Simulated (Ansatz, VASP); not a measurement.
**TaO: VASP beside Ansatz**

```
Ta O
1.0
     3.04728    0.00000    0.00000
    -1.52364    2.63902    0.00000
     0.00000    0.00000    3.85494
Ta O
1 1
Direct
  0.00000 0.00000 0.50000
  0.00000 0.00000 0.00000
```

Alike in both runs: functional PBE; k mesh 9 × 9 × 4; occupations gaussian, width 0.1 eV; no spin polarisation.

Ansatz relaxed the structure, and its values are those at the end. VASP's run is a single point on that final structure, the one shown.

|  | VASP | Ansatz |
| --- | --- | --- |
| version | VASP 6.6.1 | Ansatz 0.2.0 |
| potentials or method | VASP PAW PBE potentials, release 64 (Ta_sv_GW, O), cutoff 600 eV | scalar-relativistic, plane waves, PAW |
| valence electrons in the cell | 19 | 19 |

|  | VASP | Ansatz | Ansatz less VASP |
| --- | --- | --- | --- |
| gap on the k mesh at the Fermi level (eV) | none | none | - |
| pressure (GPa) | -0.1 | 0.0 | +0.13 |

A gap of «none» marks a metal or a gap that the smearing closes.

The k mesh is coarse, so the values compare programs but aren't converged. Spin-orbit coupling is off throughout.
